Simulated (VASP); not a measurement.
Wanted: the native input for a VASP 6.6.1 run.

```
Task                   : single point
Functional             : PBEsol
Potentials or basis    : VASP PAW PBE potentials, release 64 (Ta_pv, N)
Cutoff                 : 520 eV
k mesh                 : 14 × 14 × 10
Occupations            : gaussian, width 0.15 eV
Spin                   : no spin polarisation
Dipole correction      : no
Further INCAR settings : ALGO = Normal; EDIFF = 1e-07; NBANDS = 24
```

The structure of TaN lies in POSCAR:

```
TaN
1.0
    0.0000000000     -2.1874436362     -2.1874436362
    0.0000000000      2.1874436362     -2.1874436362
    4.3748872723      0.0000000000      0.0000000000
Ta N
2 2
Direct
    0.5000000000      0.5000000000     -0.0069550590
    0.0000000000      0.0000000000      0.5069550590
    0.5000000000      0.5000000000      0.4850967589
    0.0000000000      0.0000000000      0.0149032411
```

This cell differs from its parent crystal: mode 1 frozen in at -0.065 Å and mode 2 at +0.000 Å (largest displacements).

These files were run (other wordings do the same):

INCAR

```
SYSTEM = TaN
ALGO     = Normal         ! electronic algorithm
EDIFF    = 1E-7           ! SCF threshold, eV
ENCUT    = 520            ! plane-wave cutoff, eV
GGA      = PS             ! functional
ISIF     = 2              ! what is computed and relaxed
ISMEAR   = 0              ! smearing method
LASPH    = .True.         ! aspherical terms in the spheres
LCHARG   = .False.        ! write CHGCAR
LREAL    = .False.        ! projectors in reciprocal space
LWAVE    = .False.        ! write WAVECAR
NBANDS   = 24             ! bands
NELM     = 80             ! most SCF steps
PREC     = Accurate       ! precision mode
SIGMA    = 0.15           ! smearing width, eV
```

KPOINTS

```
k-points
0
Gamma
  14 14 10
  0 0 0
```

Potentials or basis: VASP PAW PBE potentials, release 64 (Ta_pv, N).

Command:

```bash
$ cat potpaw_PBE.64/Ta_pv/POTCAR potpaw_PBE.64/N/POTCAR > POTCAR
$ mpirun -np 1 vasp_std > vasp.out
```

It gave:

```json
{
 "Pressure": "1.2 GPa",
 "Largest force": "1.001 eV/Å",
 "Band gap on the k mesh": "zero (band 16 reaches 11.48 eV, above the bottom of band 17 at 7.46 eV)"
}
```

Caveat: the cell differs from its parent crystal (mode 1 frozen in at -0.065 Å and mode 2 at +0.000 Å (largest displacements)); the PAW data sets were made with another functional, which shifts forces and pressure a little; spin-orbit coupling is left out, which moves the levels of the heavy elements.

It took 2.7 min on 1 thread of AMD EPYC 7R13 Processor (Zen 3), with other jobs on the host, peak memory 0.27 GiB.
